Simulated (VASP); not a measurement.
Input of a VASP 6.6.1 run:

INCAR

```
SYSTEM = ZnO
PREC     = Accurate       ! precision mode
ENCUT    = 1340           ! plane-wave cutoff, eV
EDIFF    = 1E-6           ! SCF threshold, eV
ISMEAR   = -1             ! smearing method
SIGMA    = 0.05           ! smearing width, eV
LREAL    = .FALSE.        ! projectors in reciprocal space
LASPH    = .TRUE.         ! aspherical terms in the spheres
NELM     = 120            ! most SCF steps
ALGO     = Normal         ! electronic algorithm
ISIF     = 2              ! what is computed and relaxed
LWAVE    = .FALSE.        ! write WAVECAR
LCHARG   = .FALSE.        ! write CHGCAR
GGA      = PE             ! functional
IVDW     = 12             ! dispersion correction
NBANDS   = 26             ! bands
GGA_COMPAT= .FALSE.
```

File KPOINTS:

```
regular mesh
0
G
  9 9 5
  0 0 0
```

Contents of POSCAR:

```
ZnO
1.0
    3.2493080000      0.0000000000      0.0000000000
   -1.6246540000      2.8139832727      0.0000000000
    0.0000000000      0.0000000000      5.2057090000
Zn O
2 2
Direct
    0.6666666667      0.3333333333      0.0000000000
    0.3333333333      0.6666666667      0.5000000000
    0.3333333333      0.6666666667      0.8790100000
    0.6666666667      0.3333333333      0.3790100000
```

Potentials or basis: VASP PAW PBE potentials, release 64 (Zn, O_h).

Launch:

```sh
$ cat potpaw_PBE.64/Zn/POTCAR potpaw_PBE.64/O_h/POTCAR > POTCAR
$ mpirun -np 1 vasp_std > vasp.out
```

Problem. Predict the band gap on the k mesh.

Solution. 0.79 eV.

Problem. Estimate the dispersion energy per atom.

Solution. -0.224 eV.

Problem. What does it give for the pressure?

Solution. 2.7 GPa.

Problem. Predict the largest force.

Solution. 0.072 eV/Å.

Stress tensor (GPa, compression positive):
```
2.15 0.00 0.00
0.00 2.15 0.00
0.00 0.00 3.94
```

Caveat: semilocal functionals underestimate gaps, and a narrow one can read as zero.
